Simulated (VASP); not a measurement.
Crystal: MnO.

```
Mn O
1.0
     0.00000    2.26752    2.26752
     2.26752    0.00000    2.26752
     2.26752    2.26752    0.00000
Mn O
1 1
Direct
  0.00000 0.00000 0.00000
  0.50000 0.50000 0.50000
```

Base run:

| Item | Value |
| --- | --- |
| Program | VASP 6.6.1 |
| Functional | PBEsol |
| Dispersion | D4 |
| Potentials or basis | VASP PAW PBE potentials, release 64 (Mn_pv, O) |
| Cutoff | 520 eV |
| k mesh | 10 × 10 × 10 |
| Occupations | fermi-dirac, width 0.05 eV |
| Spin | collinear spin, ferromagnetic start |
| Starting moments | [4.0, 0.0] μB |

Its results: pressure -14.4 GPa; net moment 4.86 μB per cell; site moments Mn +4.40; O +0.20 μB.

Q: The run is repeated on the same cell with these changes: dispersion from D4 to none; further incar settings from ALGO = Normal; EDIFF = 1e-06; NBANDS = 20 to ALGO = Normal; EDIFF = 1e-07; NBANDS = 20. What comes out?

A: Pressure -12.6 GPa; net moment 4.86 μB per cell; site moments Mn +4.40; O +0.20 μB.

Caveats: the PAW data sets were made with another functional, which shifts forces and pressure a little; a cell with one magnetic atom can't hold antiferromagnetic order, which such compounds often take; pairwise dispersion overbinds metals, which lowers pressure and volume (some runs).
